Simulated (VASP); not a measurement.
# HfN (F-43m) in VASP: settings compared

HfN is run at these levels: PBE-based screened hybrid, PBE0; tasks: single point.

Program: VASP 6.6.1. These are calculated values, not measurements. Logs are shortened: lines on timing, memory, paths and dates and some standing lists are left out, and cuts for length are marked.

## Step 1: The cell of the first run

The structure is cubic, space group F-43m (No. 216). Conventional cell: a = 4.910 Å, b = 4.910 Å, c = 4.910 Å, α = 90.00°, β = 90.00°, γ = 90.00°. Within 2.8 Å of Hf (site symmetry -43m) lie 4 N at 2.13 Å. Within 2.8 Å of N (site symmetry -43m) lie 4 Hf at 2.13 Å.

## Step 2: Single point, PBE-based screened hybrid

File POSCAR:

```
HfN
1.0
    0.0000000000      2.4548220000      2.4548220000
    2.4548220000      0.0000000000      2.4548220000
    2.4548220000      2.4548220000      0.0000000000
Hf N
1 1
Direct
    0.0000000000      0.0000000000      0.0000000000
    0.2500000000      0.2500000000      0.2500000000
```

File INCAR.step1:

```
SYSTEM = HfN
PREC     = Accurate       ! precision mode
ENCUT    = 520            ! plane-wave cutoff, eV
EDIFF    = 1E-5           ! SCF threshold, eV
ISMEAR   = -1             ! smearing method
SIGMA    = 0.05           ! smearing width, eV
LREAL    = .False.        ! projectors in reciprocal space
LASPH    = .True.         ! aspherical terms in the spheres
NELM     = 100            ! most SCF steps
ALGO     = Normal         ! electronic algorithm
ISIF     = 2              ! what is computed and relaxed
LWAVE    = .True.         ! write WAVECAR
LCHARG   = .False.        ! write CHGCAR
NBANDS   = 14             ! bands
GGA      = PE             ! functional
```

File INCAR.step2:

```
SYSTEM = HfN
PREC     = Accurate       ! precision mode
ENCUT    = 520            ! plane-wave cutoff, eV
EDIFF    = 1E-6           ! SCF threshold, eV
ISMEAR   = -1             ! smearing method
SIGMA    = 0.05           ! smearing width, eV
LREAL    = .False.        ! projectors in reciprocal space
LASPH    = .True.         ! aspherical terms in the spheres
NELM     = 100            ! most SCF steps
ALGO     = Normal         ! electronic algorithm
ISIF     = 2              ! what is computed and relaxed
LWAVE    = .False.        ! write WAVECAR
LCHARG   = .False.        ! write CHGCAR
GGA      = PE             ! functional
LHFCALC  = .True.         ! exact exchange
AEXX     = 0.25           ! exact-exchange fraction
HFSCREEN = 0.2            ! screening, 1/A
PRECFOCK = Normal       
NBANDS   = 14             ! bands
ISTART   = 1
```

File KPOINTS:

```
Automatic mesh
0
Gamma
  5 5 5
  0 0 0
```

Potentials or basis: VASP PAW PBE potentials, release 64 (Hf_pv, N).

Started as:

```bash
$ cat potpaw_PBE.64/Hf_pv/POTCAR potpaw_PBE.64/N/POTCAR > POTCAR
$ cp INCAR.step1 INCAR
$ mpirun -np 1 vasp_std > vasp.out
$ cp INCAR.step2 INCAR
$ mpirun -np 1 vasp_std > vasp.out
```

OUTCAR:

```text
SYSTEM = HfN
   PREC = Accurate
   ENCUT = 520
   EDIFF = 1E-6
   ISMEAR = -1
   LREAL = .False.
   LASPH = .True.
   NELM = 100
   ISIF = 2
   GGA = PE
   LHFCALC = .True.
   AEXX = 0.25
   HFSCREEN = 0.2
   PRECFOCK = Normal
   ISTART = 1

 ion  position               nearest neighbor table
   1  0.000  0.000  0.000-   2 2.13   2 2.13   2 2.13   2 2.13
   2  0.250  0.250  0.250-   1 2.13   1 2.13   1 2.13   1 2.13

  LATTYP: Found a face centered cubic cell.
 ALAT       =     4.9096440000

  Lattice vectors:

 A1 = (   0.0000000000,   2.4548220000,   2.4548220000)
 A2 = (   2.4548220000,   0.0000000000,   2.4548220000)
 A3 = (   2.4548220000,   2.4548220000,   0.0000000000)

Analysis of symmetry for initial positions (statically):
=====================================================================
 Subroutine PRICEL returns:
 Original cell was already a primitive cell.

 Routine SETGRP: Setting up the symmetry group for a
 face centered cubic supercell.

 Subroutine GETGRP returns: Found 24 space group operations
 (whereof 24 operations were pure point group operations)
 out of a pool of 48 trial point group operations.

The static configuration has the point symmetry T_d .

Analysis of symmetry for dynamics (positions and initial velocities):
=====================================================================
 Subroutine PRICEL returns:
 Original cell was already a primitive cell.

 Routine SETGRP: Setting up the symmetry group for a
 face centered cubic supercell.

 Subroutine GETGRP returns: Found 24 space group operations
 (whereof 24 operations were pure point group operations)
 out of a pool of 48 trial point group operations.

The dynamic configuration has the point symmetry T_d .

 Subroutine INISYM returns: Found 24 space group operations
 (whereof 24 operations are pure point group operations),
 and found     1 'primitive' translations

----------------------------------------------------------------------------------------

                                     Primitive cell

  volume of cell :      29.5863

  direct lattice vectors                    reciprocal lattice vectors
     0.000000000  2.454822000  2.454822000    -0.203680756  0.203680756  0.203680756
     2.454822000  0.000000000  2.454822000     0.203680756 -0.203680756  0.203680756
     2.454822000  2.454822000  0.000000000     0.203680756  0.203680756 -0.203680756

  length of vectors
     3.471642566  3.471642566  3.471642566     0.352785417  0.352785417  0.352785417

  position of ions in fractional coordinates (direct lattice)
     0.000000000  0.000000000  0.000000000
     0.250000000  0.250000000  0.250000000

  ion indices of the primitive-cell ions
   primitive index   ion index
                 1           1
                 2           2

----------------------------------------------------------------------------------------

 KPOINTS: Automatic mesh

Automatic generation of k-mesh.
 Grid dimensions read from file:
 generate k-points for:    5    5    5

 Generating k-lattice:

  Cartesian coordinates                     Fractional coordinates (reciprocal lattice)
    -0.040736151  0.040736151  0.040736151     0.200000000  0.000000000  0.000000000
     0.040736151 -0.040736151  0.040736151     0.000000000  0.200000000  0.000000000
     0.040736151  0.040736151 -0.040736151     0.000000000  0.000000000  0.200000000

  Length of vectors
     0.070557083  0.070557083  0.070557083

  Shift w.r.t. Gamma in fractional coordinates (k-lattice)
     0.000000000  0.000000000  0.000000000

 Subroutine IBZKPT returns following result:
 ===========================================

 Found     10 irreducible k-points:

 Following reciprocal coordinates:
            Coordinates               Weight
  0.000000  0.000000  0.000000      1.000000
  0.200000  0.000000  0.000000      8.000000
  0.400000  0.000000  0.000000      8.000000
  0.200000  0.200000  0.000000      6.000000
  0.400000  0.200000  0.000000     24.000000
 -0.400000  0.200000  0.000000     24.000000
 -0.200000  0.200000  0.000000     12.000000
  0.400000  0.400000  0.000000      6.000000
 -0.400000  0.400000  0.000000     12.000000
 -0.400000  0.400000  0.200000     24.000000
   k-points           NKPTS =     10   k-points in BZ     NKDIM =    125   number of bands    NBANDS=     14
   number of dos      NEDOS =    301   number of ions     NIONS =      2
   total plane-waves  NPLWV =  21952
   dimension x,y,z NGX =    28 NGY =   28 NGZ =   28
   dimension x,y,z NGXF=    56 NGYF=   56 NGZF=   56
   ions per type =               1   1
   NGX,Y,Z   is equivalent  to a cutoff of  13.41, 13.41, 13.41 a.u.
   NGXF,Y,Z  is equivalent  to a cutoff of  26.82, 26.82, 26.82 a.u.
 SYSTEM =  HfN
   PREC   = accura    normal or accurate (medium, high low for compatibility)
   ISTART =      1    job   : 0-new  1-cont  2-samecut
   ICHARG =      0    charge: 1-file 2-atom 10-const
   ISPIN  =      1    spin polarized calculation?
   LNONCOLLINEAR =      F non collinear calculations
   LSORBIT =      F    spin-orbit coupling
   LASPH  =      T    aspherical Exc in radial PAW
   ENCUT  =  520.0 eV  38.22 Ry    6.18 a.u.   6.45  6.45  6.45*2*pi/ulx,y,z
   NELM   =    100;   NELMIN=  2; NELMDL=  0     # of ELM steps
   EDIFF  = 0.1E-05   stopping-criterion for ELM
   LREAL  =      F    real-space projection
   EDIFFG = 0.1E-04   stopping-criterion for IOM
   NSW    =      0    number of steps for IOM
   IBRION =     -1    ionic relax: 0-MD 1-quasi-New 2-CG
   NFREE  =      0    steps in history (QN), initial steepest desc. (CG)
   ISIF   =      2    stress and relaxation
   ISYM   =      3    0-nonsym 1-usesym 2-fastsym
   POTIM  = 0.5000    time-step for ionic-motion
   TEBEG  =    0.0;   TEEND  =   0.0 temperature during run
   PSTRESS=    0.0 pullay stress
   NELECT =      15.0000    total number of electrons
   NUPDOWN=      -1.0000    fix difference up-down
   EMIN   =  10.00;   EMAX   =-10.00  energy-range for DOS
   EFERMI =   0.00;   METHOD = LEGACY
   ISMEAR =    -1;   SIGMA  =   0.05  broadening in eV -4-tet -1-fermi 0-gaus
   EFERMI_NEDOS =   21; number of points for ismear=-14 and -15
   IALGO  =     38    algorithm
   IMIX   =      1    mixing-type and parameters
     AMIX     =   0.40;   BMIX     =  1.00
     AMIX_MAG =   1.60;   BMIX_MAG =  1.00
  volume/ion in A,a.u.               =      14.79        99.83
  Fermi-wavevector in a.u.,A,eV,Ry     =   1.305395  2.466839 23.185087  1.704056
  Thomas-Fermi vector in A             =   2.436267
   LORBIT       =      0    0 simple, 1 ext, 2 COOP (PROOUT), +10 PAW based schemes
   GGA     = PE    functional components
   LHFCALC =     T    Hartree Fock is set to
   PRECFOCK=normal    Normal, Fast or Accurate (Low or Medium for compatibility)
   ENCUT4O =  -1.0   cutoff for four orbital integrals eV
   NKREDX  =     1    reduce k-point grid by
   NKREDY  =     1    reduce k-point grid by
   NKREDZ  =     1    reduce k-point grid by
   AEXX    =    0.2500 exact exchange contribution
   HFSCREEN=    0.2000 screening length (either q_TF or 0.3 A-1)
   HFSCREENC=   0.2000 screening length for correlation (either q_TF or 0.3 A-1)
   ENCUTFOCK=  -1.0 apply spherical cutoff to Coloumb kernel
   IVDW    =     0    specifies the selected vdW correction
   LEPSILON=     F    determine dielectric tensor
   LRPA    =     F    only Hartree local field effects (RPA)
 non-spin polarized calculation
  energy-cutoff  :      520.00
  volume of cell :       29.59
 maximum number of plane-waves:       821
 NGX is ok and might be reduce to    28
  NGX = 20; NGY = 20; NGZ = 20

 number of electron      15.0000001 magnetization

 Free energy of the ion-electron system (eV)
  ---------------------------------------------------
  ext. energy  EPLUGINS =         0.00000000
  ---------------------------------------------------
  free energy    TOTEN  =       -24.65011268 eV

  energy without entropy =      -24.62865570  energy(sigma->0) =      -24.63938419

 E-fermi :   5.9645     XC(G=0):  -9.2311

 val. band max:        5.9361557468   @ k =   0.4000   0.2000   0.0000
 cond. band min:       6.0423365736   @ k =  -0.4000   0.2000   0.0000
 fundamental gap:      0.1061808267
 Fermi energy:         5.9645367763

 k-point     1 :       0.0000    0.0000    0.0000
  band No.  band energies     occupation
      1     -27.7898      2.00000
      2     -27.7898      2.00000
      3     -27.7898      2.00000
      4     -12.6392      2.00000
      5      -0.7092      2.00000
      6      -0.7092      2.00000
      7      -0.7092      2.00000
      8       5.2160      2.00000
      9       8.6522      0.00000
     10       8.6522      0.00000
     11      13.1495      0.00000
     12      13.1495      0.00000
     13      13.1495      0.00000
     14      19.3240      0.00000

 k-point     2 :       0.2000    0.0000    0.0000
  band No.  band energies     occupation
      1     -27.9892      2.00000
      2     -27.8155      2.00000
      3     -27.8155      2.00000
      4     -12.1898      2.00000
      5      -1.2807      2.00000
      6      -0.4361      2.00000
      7      -0.4361      2.00000
      8       7.0041      0.00000
      9       8.1850      0.00000
     10       8.1850      0.00000
     11      12.2834      0.00000
     12      13.7083      0.00000
     13      13.7083      0.00000
     14      16.0517      0.00000
[... 105 lines left out ...]
      1     -28.2887      2.00000
      2     -28.0523      2.00000
      3     -27.9529      2.00000
      4     -11.0685      2.00000
      5      -1.6939      2.00000
      6       0.8489      2.00000
      7       1.0099      2.00000
      8       4.3065      2.00000
      9       8.3579      0.00000
     10       9.3955      0.00000
     11      12.0064      0.00000
     12      12.1728      0.00000
     13      16.5572      0.00000
     14      17.0727      0.00000

 k-point    10 :      -0.4000    0.4000    0.2000
  band No.  band energies     occupation
      1     -28.2448      2.00000
      2     -28.0570      2.00000
      3     -27.9468      2.00000
      4     -11.1369      2.00000
      5      -1.1639      2.00000
      6      -0.1345      2.00000
      7       1.0266      2.00000
      8       4.8464      2.00000
      9       7.7261      0.00000
     10       9.9068      0.00000
     11      11.9395      0.00000
     12      12.9409      0.00000
     13      14.8537      0.00000
     14      17.0683      0.00000

------------------------ aborting loop because EDIFF is reached ----------------------------------------

  FORCE on cell =-STRESS in cart. coord.  units (eV):
  Direction    XX          YY          ZZ          XY          YZ          ZX
  --------------------------------------------------------------------------------------
  -------------------------------------------------------------------------------------
  Total       -0.7658487     -0.7658487     -0.7658487     -0.0000000      0.0000000      0.0000000
  in kB      -41.4728206    -41.4728206    -41.4728206     -0.0000000      0.0000000      0.0000000
  external PRESSURE =     -41.4728206 kB  Pullay stress =       0.0000000 kB

 VOLUME and BASIS-vectors are now :
 -----------------------------------------------------------------------------
  energy-cutoff  :      520.00
  volume of cell :       29.59
      direct lattice vectors                 reciprocal lattice vectors
     0.000000000  2.454822000  2.454822000    -0.203680756  0.203680756  0.203680756
     2.454822000  0.000000000  2.454822000     0.203680756 -0.203680756  0.203680756
     2.454822000  2.454822000  0.000000000     0.203680756  0.203680756 -0.203680756

 POSITION                                       TOTAL-FORCE (eV/Angst)
 -----------------------------------------------------------------------------------
      0.00000      0.00000      0.00000         0.000000     -0.000000     -0.000000
      1.22741      1.22741      1.22741        -0.000000      0.000000      0.000000
 -----------------------------------------------------------------------------------
    total drift:                               -0.000000     -0.000000     -0.000000

  FREE ENERGIE OF THE ION-ELECTRON SYSTEM (eV)
  ---------------------------------------------------
  free  energy   TOTEN  =       -24.6501126801 eV

  energy  without entropy=      -24.6286556977  energy(sigma->0) =      -24.63938419
```

Wall time 8.9 min (1 thread of Intel Xeon Platinum 8488C (Sapphire Rapids), shared host); peak memory 0.26 GiB.

Results:

- Free energy: -24.6501 eV
- Pressure: -4.1 GPa

Levels at points of the mesh, in eV from the Fermi level:
```
           k point  band 5  band 6  band 7  band 8  band 9  band 10
(0.00, 0.00, 0.00)   -6.67   -6.67   -6.67   -0.75    2.69     2.69
```

Caveat: the k points lie up to 0.44 Å⁻¹ apart; the PAW data sets were made with another functional, which shifts forces and pressure a little; spin-orbit coupling is left out, which moves the levels of the heavy elements.

(Continued in part 2 of 2.)
